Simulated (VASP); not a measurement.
# KBr (Fm-3m) in VASP: settings compared, part 2 of 2

VASP 6.6.1. Earlier steps stand in the parts before.

## Step 4: Single point, PBEsol, collinear spin, ferromagnetic start (volume scaled by 0.94)

Contents of INCAR:

```
SYSTEM = KBr
  ALGO = Normal
  EDIFF = 1E-7
  ENCUT = 520
  GGA = PS
  ISIF = 2
  ISMEAR = -1
  ISPIN = 2
  LASPH = .TRUE.
  LCHARG = .FALSE.
  LORBIT = 11
  LREAL = .FALSE.
  LWAVE = .FALSE.
  MAGMOM = 0.5 0
  NBANDS = 19
  NELM = 150
  PREC = Accurate
  SIGMA = 0.05
```

Contents of KPOINTS:

```
k-points
0
G
  7 7 7
  0 0 0
```

Contents of POSCAR:

```
KBr
1.0
    0.0000000000      3.2326341588      3.2326341588
    3.2326341588      0.0000000000      3.2326341588
    3.2326341588      3.2326341588      0.0000000000
Br K
1 1
Direct
    0.5000000000      0.5000000000      0.5000000000
    0.0000000000      0.0000000000      0.0000000000
```

Potentials or basis: VASP PAW PBE potentials, release 64 (Br, K_sv).

The run is started by

```bash
> cat potpaw_PBE.64/Br/POTCAR potpaw_PBE.64/K_sv/POTCAR > POTCAR
> mpirun -np 1 vasp_std > vasp.out
```

OUTCAR:

```text
SYSTEM = KBr
   EDIFF = 1E-7
   ENCUT = 520
   GGA = PS
   ISIF = 2
   ISMEAR = -1
   ISPIN = 2
   LASPH = .TRUE.
   LORBIT = 11
   LREAL = .FALSE.
   NELM = 150
   PREC = Accurate

 ion  position               nearest neighbor table
   1  0.500  0.500  0.500-   2 3.23   2 3.23   2 3.23   2 3.23   2 3.23   2 3.23
   2  0.000  0.000  0.000-   1 3.23   1 3.23   1 3.23   1 3.23   1 3.23   1 3.23

  LATTYP: Found a face centered cubic cell.
 ALAT       =     6.4652683176

  Lattice vectors:

 A1 = (   0.0000000000,   3.2326341588,   3.2326341588)
 A2 = (   3.2326341588,   0.0000000000,   3.2326341588)
 A3 = (   3.2326341588,   3.2326341588,   0.0000000000)

Analysis of symmetry for initial positions (statically):
=====================================================================
 Subroutine PRICEL returns:
 Original cell was already a primitive cell.

 Routine SETGRP: Setting up the symmetry group for a
 face centered cubic supercell.

 Subroutine GETGRP returns: Found 48 space group operations
 (whereof 48 operations were pure point group operations)
 out of a pool of 48 trial point group operations.

The static configuration has the point symmetry O_h .

Analysis of symmetry for dynamics (positions and initial velocities):
=====================================================================
 Subroutine PRICEL returns:
 Original cell was already a primitive cell.

 Routine SETGRP: Setting up the symmetry group for a
 face centered cubic supercell.

 Subroutine GETGRP returns: Found 48 space group operations
 (whereof 48 operations were pure point group operations)
 out of a pool of 48 trial point group operations.

The dynamic configuration has the point symmetry O_h .

Analysis of structural, dynamic, and magnetic symmetry:
=====================================================================
 Subroutine PRICEL returns:
 Original cell was already a primitive cell.

 Routine SETGRP: Setting up the symmetry group for a
 face centered cubic supercell.

 Subroutine GETGRP returns: Found 48 space group operations
 (whereof 48 operations were pure point group operations)
 out of a pool of 48 trial point group operations.

The overall configuration has the point symmetry O_h .

 Subroutine INISYM returns: Found 48 space group operations
 (whereof 48 operations are pure point group operations),
 and found     1 'primitive' translations

----------------------------------------------------------------------------------------

                                     Primitive cell

  volume of cell :      67.5616

  direct lattice vectors                    reciprocal lattice vectors
     0.000000000  3.232634159  3.232634159    -0.154672622  0.154672622  0.154672622
     3.232634159  0.000000000  3.232634159     0.154672622 -0.154672622  0.154672622
     3.232634159  3.232634159  0.000000000     0.154672622  0.154672622 -0.154672622

  length of vectors
     4.571635070  4.571635070  4.571635070     0.267900839  0.267900839  0.267900839

  position of ions in fractional coordinates (direct lattice)
     0.500000000  0.500000000  0.500000000
     0.000000000  0.000000000  0.000000000

[... 64 lines left out ...]
   ICHARG =      2    charge: 1-file 2-atom 10-const
   ISPIN  =      2    spin polarized calculation?
   LNONCOLLINEAR =      F non collinear calculations
   LSORBIT =      F    spin-orbit coupling
   LASPH  =      T    aspherical Exc in radial PAW
   ENCUT  =  520.0 eV  38.22 Ry    6.18 a.u.   8.50  8.50  8.50*2*pi/ulx,y,z
   NELM   =    150;   NELMIN=  2; NELMDL= -5     # of ELM steps
   EDIFF  = 0.1E-06   stopping-criterion for ELM
   LREAL  =      F    real-space projection
   EDIFFG = 0.1E-05   stopping-criterion for IOM
   NSW    =      0    number of steps for IOM
   IBRION =     -1    ionic relax: 0-MD 1-quasi-New 2-CG
   NFREE  =      0    steps in history (QN), initial steepest desc. (CG)
   ISIF   =      2    stress and relaxation
   ISYM   =      2    0-nonsym 1-usesym 2-fastsym
   POTIM  = 0.5000    time-step for ionic-motion
   TEBEG  =    0.0;   TEEND  =   0.0 temperature during run
   PSTRESS=    0.0 pullay stress
   NELECT =      16.0000    total number of electrons
   NUPDOWN=      -1.0000    fix difference up-down
   EMIN   =  10.00;   EMAX   =-10.00  energy-range for DOS
   EFERMI =   0.00;   METHOD = LEGACY
   ISMEAR =    -1;   SIGMA  =   0.05  broadening in eV -4-tet -1-fermi 0-gaus
   EFERMI_NEDOS =   21; number of points for ismear=-14 and -15
   IALGO  =     38    algorithm
   IMIX   =      4    mixing-type and parameters
     AMIX     =   0.40;   BMIX     =  1.00
     AMIX_MAG =   1.60;   BMIX_MAG =  1.00
  volume/ion in A,a.u.               =      33.78       227.96
  Fermi-wavevector in a.u.,A,eV,Ry     =   1.012857  1.914023 13.957944  1.025880
  Thomas-Fermi vector in A             =   2.145992
   LORBIT       =     11    0 simple, 1 ext, 2 COOP (PROOUT), +10 PAW based schemes
   GGA     = PS    functional components
   LHFCALC =     F    Hartree Fock is set to
   AEXX    =    0.0000 exact exchange contribution
   IVDW    =     0    specifies the selected vdW correction
   LEPSILON=     F    determine dielectric tensor
   LRPA    =     F    only Hartree local field effects (RPA)
 spin polarized calculation
  energy-cutoff  :      520.00
  volume of cell :       67.56
 maximum number of plane-waves:      1841
 NGX is ok and might be reduce to    36
   NGX = 17   NGY = 17   NGZ = 17

 number of electron      16.0000002 magnetization       0.0000334

 number of electron      16.0000002 magnetization      -0.0000207

 Free energy of the ion-electron system (eV)
  ---------------------------------------------------
  ext. energy  EPLUGINS =         0.00000000
  ---------------------------------------------------
  free energy    TOTEN  =        -6.45326674 eV

  energy without entropy =       -6.45326674  energy(sigma->0) =       -6.45326674

 E-fermi :  -0.4050     XC(G=0):  -7.8082

 val. band max:       -1.5724253775   @ k =   0.0000   0.0000   0.0000
 cond. band min:       2.8628248297   @ k =   0.0000   0.0000   0.0000
 fundamental gap:      4.4352502071
 Fermi energy:        -0.4049503906

 spin component 1

 k-point     1 :       0.0000    0.0000    0.0000
  band No.  band energies     occupation
      1     -29.0586      1.00000
      2     -13.9606      1.00000
      3     -12.6074      1.00000
      4     -12.6074      1.00000
      5     -12.6074      1.00000
      6      -1.5724      1.00000
[... 416 lines left out ...]
      5     -12.5016      1.00000
      6      -2.3373      1.00000
[... 11 lines left out ...]
     18      12.6901      0.00000
     19      13.2708      0.00000
 Fermi energy:        -0.4049503906

 spin component 2

 k-point     1 :       0.0000    0.0000    0.0000
  band No.  band energies     occupation
      1     -29.0587      1.00000
      2     -13.9606      1.00000
      3     -12.6074      1.00000
      4     -12.6074      1.00000
      5     -12.6074      1.00000
      6      -1.5724      1.00000
[... 417 lines left out ...]
      6      -2.3373      1.00000
[... 11 lines left out ...]
     18      12.6901      0.00000
     19      13.2708      0.00000

------------------------ aborting loop because EDIFF is reached ----------------------------------------

  FORCE on cell =-STRESS in cart. coord.  units (eV):
  Direction    XX          YY          ZZ          XY          YZ          ZX
  --------------------------------------------------------------------------------------
  -------------------------------------------------------------------------------------
  Total        0.3077527      0.3077527      0.3077527      0.0000000      0.0000000      0.0000000
  in kB        7.2981506      7.2981506      7.2981506      0.0000000      0.0000000      0.0000000
  external PRESSURE =       7.2981506 kB  Pullay stress =       0.0000000 kB

 VOLUME and BASIS-vectors are now :
 -----------------------------------------------------------------------------
  energy-cutoff  :      520.00
  volume of cell :       67.56
      direct lattice vectors                 reciprocal lattice vectors
     0.000000000  3.232634159  3.232634159    -0.154672622  0.154672622  0.154672622
     3.232634159  0.000000000  3.232634159     0.154672622 -0.154672622  0.154672622
     3.232634159  3.232634159  0.000000000     0.154672622  0.154672622 -0.154672622

 POSITION                                       TOTAL-FORCE (eV/Angst)
 -----------------------------------------------------------------------------------
      3.23263      3.23263      3.23263         0.000000     -0.000000      0.000000
      0.00000      0.00000      0.00000        -0.000000      0.000000     -0.000000
 -----------------------------------------------------------------------------------
    total drift:                                0.000000      0.000000      0.000000

  FREE ENERGIE OF THE ION-ELECTRON SYSTEM (eV)
  ---------------------------------------------------
  free  energy   TOTEN  =        -6.4532667430 eV

  energy  without entropy=       -6.4532667430  energy(sigma->0) =       -6.45326674

 total charge

# of ion       s       p       d       tot
------------------------------------------
    1        1.592   3.292   0.001   4.885
    2        1.958   5.570   0.029   7.558
--------------------------------------------------
tot          3.550   8.862   0.031  12.443

 magnetization (x)

# of ion       s       p       d       tot
------------------------------------------
    1       -0.000  -0.000   0.000  -0.000
    2        0.000  -0.000  -0.000   0.000
--------------------------------------------------
tot         -0.000  -0.000  -0.000  -0.000
```

OSZICAR:

```text
N       E                     dE             d eps       ncg     rms          rms(c)
DAV:   1     0.100294646968E+03    0.10029E+03   -0.65150E+03  1520   0.723E+02
DAV:   2    -0.744904189641E+00   -0.10104E+03   -0.93034E+02  1924   0.196E+02
DAV:   3    -0.636324358446E+01   -0.56183E+01   -0.55842E+01  2033   0.397E+01
DAV:   4    -0.656295094040E+01   -0.19971E+00   -0.19956E+00  2299   0.635E+00
DAV:   5    -0.656444358536E+01   -0.14926E-02   -0.14926E-02  1920   0.642E-01    0.370E+00
DAV:   6    -0.645655532156E+01    0.10789E+00   -0.14069E-01  1700   0.185E+00    0.262E+00
DAV:   7    -0.644389142195E+01    0.12664E-01   -0.63683E-02  1944   0.129E+00    0.139E+00
DAV:   8    -0.645050465702E+01   -0.66132E-02   -0.11780E-02  1839   0.591E-01    0.675E-01
DAV:   9    -0.645239065339E+01   -0.18860E-02   -0.16442E-03  1956   0.229E-01    0.139E-01
DAV:  10    -0.645296959671E+01   -0.57894E-03   -0.36013E-04  1737   0.100E-01    0.691E-02
DAV:  11    -0.645318840970E+01   -0.21881E-03   -0.11866E-04  1776   0.498E-02    0.401E-02
DAV:  12    -0.645326064864E+01   -0.72239E-04   -0.51783E-05  1709   0.338E-02    0.101E-02
DAV:  13    -0.645326567642E+01   -0.50278E-05   -0.29912E-06  1943   0.925E-03    0.324E-03
DAV:  14    -0.645326667110E+01   -0.99468E-06   -0.71383E-07  1691   0.430E-03    0.185E-03
DAV:  15    -0.645326674305E+01   -0.71951E-07   -0.22970E-07  1695   0.245E-03
   1 F= -.64532667E+01 E0= -.64532667E+01  d E =-.594828E-11  mag=    -0.0000
```

stdout:

```text
POSCAR found type information on POSCAR BrK
 POSCAR found :  2 types and       2 ions
 scaLAPACK will be used
 -----------------------------------------------------------------------------
|                                                                             |
|                                                                             |
|     You enforced a specific xc type in the INCAR file but a different       |
|     I HOPE YOU KNOW WHAT YOU ARE DOING!                                     |
|                                                                             |
 -----------------------------------------------------------------------------

 LDA part: xc-table for (Slater+PW92), standard interpolation
 POSCAR, INCAR and KPOINTS ok, starting setup
 FFT: planning ... GRIDC
 FFT: planning ... GRID_SOFT
 FFT: planning ... GRID
 WAVECAR not read
 entering main loop
```

Run time: 39 s. Hardware: 1 thread of AMD EPYC 9R45 (Zen 5), shared host; peak memory 0.22 GiB.

Results:

```yaml
Free_energy: -6.4533 eV
Pressure: 0.7 GPa
Band_gap_on_the_k_mesh: 4.44 eV, direct
Net_moment: 0.00 μB per cell
Valence_electrons_inside_the_program's_atomic_spheres: Br 4.88; K 7.56
```

Caveat: the cell differs from its parent crystal (volume scaled by 0.94); the PAW data sets were made with another functional, which shifts forces and pressure a little.

## Step 5: Single point, PBEsol, collinear spin, ferromagnetic start (volume scaled by 0.96)

Contents of INCAR:

```
PREC = Accurate ; ENCUT = 520
EDIFF = 1E-6 ; ISMEAR = -1
SIGMA = 0.05 ; LREAL = F
LASPH = T ; NELM = 150
ALGO = Normal ; ISIF = 2
LWAVE = F ; LCHARG = F
ISPIN = 2 ; MAGMOM = 0.5 0
LORBIT = 11 ; GGA = PS
NBANDS = 19
```

Contents of KPOINTS:

```
Automatic mesh
0
Gamma
  7 7 7
```

Contents of POSCAR:

```
KBr
1.0
    0.0000000000      3.2553999381      3.2553999381
    3.2553999381      0.0000000000      3.2553999381
    3.2553999381      3.2553999381      0.0000000000
Br K
1 1
Direct
    0.5000000000      0.5000000000      0.5000000000
    0.0000000000      0.0000000000      0.0000000000
```

Potentials or basis: VASP PAW PBE potentials, release 64 (Br, K_sv).

The run is started by

```bash
> cat potpaw_PBE.64/Br/POTCAR potpaw_PBE.64/K_sv/POTCAR > POTCAR
> mpirun -np 1 vasp_std > vasp.out
```

OUTCAR:

```text
PREC = Accurate
   ENCUT = 520
   EDIFF = 1E-6
   ISMEAR = -1
   LREAL = F
   LASPH = T
   NELM = 150
   ISIF = 2
   ISPIN = 2
   LORBIT = 11
   GGA = PS

 ion  position               nearest neighbor table
   1  0.500  0.500  0.500-   2 3.26   2 3.26   2 3.26   2 3.26   2 3.26   2 3.26
   2  0.000  0.000  0.000-   1 3.26   1 3.26   1 3.26   1 3.26   1 3.26   1 3.26

  LATTYP: Found a face centered cubic cell.
 ALAT       =     6.5107998762

  Lattice vectors:

 A1 = (   0.0000000000,   3.2553999381,   3.2553999381)
 A2 = (   3.2553999381,   0.0000000000,   3.2553999381)
 A3 = (   3.2553999381,   3.2553999381,   0.0000000000)

Analysis of symmetry for initial positions (statically):
=====================================================================
 Subroutine PRICEL returns:
 Original cell was already a primitive cell.

 Routine SETGRP: Setting up the symmetry group for a
 face centered cubic supercell.

[... 633 lines left out ...]
      3     -12.7360      1.00000
      4     -12.7360      1.00000
      5     -12.7360      1.00000
      6      -1.6618      1.00000
[... 417 lines left out ...]
      6      -2.4008      1.00000
[... 11 lines left out ...]
     18      12.5035      0.00000
     19      13.0482      0.00000

------------------------ aborting loop because EDIFF is reached ----------------------------------------

  FORCE on cell =-STRESS in cart. coord.  units (eV):
  Direction    XX          YY          ZZ          XY          YZ          ZX
  --------------------------------------------------------------------------------------
  -------------------------------------------------------------------------------------
  Total        0.1512078      0.1512078      0.1512078      0.0000000      0.0000000      0.0000000
  in kB        3.5110876      3.5110876      3.5110876      0.0000000      0.0000000      0.0000000
  external PRESSURE =       3.5110876 kB  Pullay stress =       0.0000000 kB

 VOLUME and BASIS-vectors are now :
 -----------------------------------------------------------------------------
  energy-cutoff  :      520.00
  volume of cell :       69.00
      direct lattice vectors                 reciprocal lattice vectors
     0.000000000  3.255399938  3.255399938    -0.153590959  0.153590959  0.153590959
     3.255399938  0.000000000  3.255399938     0.153590959 -0.153590959  0.153590959
     3.255399938  3.255399938  0.000000000     0.153590959  0.153590959 -0.153590959

 POSITION                                       TOTAL-FORCE (eV/Angst)
 -----------------------------------------------------------------------------------
      3.25540      3.25540      3.25540         0.000000     -0.000000      0.000000
      0.00000      0.00000      0.00000        -0.000000      0.000000     -0.000000
 -----------------------------------------------------------------------------------
    total drift:                                0.000000      0.000000      0.000000

  FREE ENERGIE OF THE ION-ELECTRON SYSTEM (eV)
  ---------------------------------------------------
  free  energy   TOTEN  =        -6.4582001798 eV

  energy  without entropy=       -6.4582001797  energy(sigma->0) =       -6.45820018

 total charge

# of ion       s       p       d       tot
------------------------------------------
    1        1.592   3.288   0.001   4.881
    2        1.957   5.569   0.028   7.554
--------------------------------------------------
tot          3.549   8.858   0.029  12.436

 magnetization (x)

# of ion       s       p       d       tot
------------------------------------------
    1       -0.000  -0.000  -0.000  -0.000
    2        0.000  -0.000   0.000  -0.000
--------------------------------------------------
tot         -0.000  -0.000   0.000  -0.000
```

OSZICAR:

```text
N       E                     dE             d eps       ncg     rms          rms(c)
DAV:   1     0.100081170768E+03    0.10008E+03   -0.64605E+03  1520   0.718E+02
DAV:   2    -0.581956488249E+00   -0.10066E+03   -0.93200E+02  1920   0.198E+02
DAV:   3    -0.634150121636E+01   -0.57595E+01   -0.57253E+01  1963   0.402E+01
DAV:   4    -0.657078998625E+01   -0.22929E+00   -0.22907E+00  2288   0.659E+00
DAV:   5    -0.657257257675E+01   -0.17826E-02   -0.17825E-02  1928   0.674E-01    0.357E+00
DAV:   6    -0.646143737911E+01    0.11114E+00   -0.14397E-01  1729   0.185E+00    0.251E+00
DAV:   7    -0.644849242793E+01    0.12945E-01   -0.64629E-02  1954   0.128E+00    0.135E+00
DAV:   8    -0.645523312976E+01   -0.67407E-02   -0.11857E-02  1849   0.588E-01    0.662E-01
DAV:   9    -0.645728264070E+01   -0.20495E-02   -0.17187E-03  1948   0.232E-01    0.140E-01
DAV:  10    -0.645788958544E+01   -0.60694E-03   -0.37498E-04  1717   0.102E-01    0.706E-02
DAV:  11    -0.645811831800E+01   -0.22873E-03   -0.12552E-04  1767   0.507E-02    0.403E-02
DAV:  12    -0.645819382159E+01   -0.75504E-04   -0.54709E-05  1697   0.345E-02    0.102E-02
DAV:  13    -0.645819901525E+01   -0.51937E-05   -0.30762E-06  1910   0.935E-03    0.327E-03
DAV:  14    -0.645820008445E+01   -0.10692E-05   -0.75348E-07  1631   0.439E-03    0.186E-03
DAV:  15    -0.645820017976E+01   -0.95309E-07   -0.24366E-07  1343   0.254E-03
   1 F= -.64582002E+01 E0= -.64582002E+01  d E =-.457022E-10  mag=    -0.0000
```

Wall time 38 s (1 thread of AMD EPYC 9R45 (Zen 5), shared host); peak memory 0.22 GiB.

Results:

```yaml
Free_energy: -6.4582 eV
Pressure: 0.4 GPa
Band_gap_on_the_k_mesh: 4.38 eV, direct
Net_moment: 0.00 μB per cell
Valence_electrons_inside_the_program's_atomic_spheres: Br 4.88; K 7.55
```

Levels at points of the mesh, in eV from the valence-band top:
Spin up:
| k point | band 4 | band 5 | band 6 | band 7 | band 8 | band 9 | band 10 | band 11 | band 12 | band 13 |
| --- | --- | --- | --- | --- | --- | --- | --- | --- | --- | --- |
| (0.00, 0.00, 0.00) | -11.07 | -11.07 | 0.00 | 0.00 | 0.00 | 4.38 | 7.53 | 7.53 | 7.53 | 8.39 |
Spin down:
```tsv
k point	band 6	band 7	band 8	band 9	band 10	band 11
(0.00, 0.00, 0.00)	0.00	0.00	0.00	4.38	7.53	7.53
```

Caveat: the cell differs from its parent crystal (volume scaled by 0.96); the PAW data sets were made with another functional, which shifts forces and pressure a little.

## Step 6: Overview

```tsv
task	level	spin	cell	cutoff (eV)	gap on the mesh (eV)	pressure (GPa)	moment (μB)	relaxed volume (Å³/atom)
relaxation of cell and atoms	BLYP+D4	off	relaxed from a = 4.667 Å, angles 60.0°, 2 atoms	600	4.38	0.0	-	36.73
relaxation of cell and atoms	RPBE+D3(BJ)	off	relaxed from a = 4.667 Å, angles 60.0°, 2 atoms	600	5.64	-0.1	-	27.42
single point	PBEsol	collinear, ferromagnetic start	a = 4.572 Å, angles 60.0°, 2 atoms	520	4.44	0.7	0.00	-
single point	PBEsol	collinear, ferromagnetic start	a = 4.604 Å, angles 60.0°, 2 atoms	520	4.38	0.4	0.00	-
```

Alike in all rows: potentials or basis VASP PAW PBE potentials, release 64 (Br, K_sv); k mesh 7 × 7 × 7; smearing fermi-dirac 0.05 eV.

Caveats: the PAW data sets were made with another functional, which shifts forces and pressure a little; the volume moved by over 15 % at a fixed basis, so the end points are rough (some runs); the volume moved by -24 % from the deposited cell, more than functionals usually miss (some runs).

Absolute energies hang on the potentials; compare differences alone.
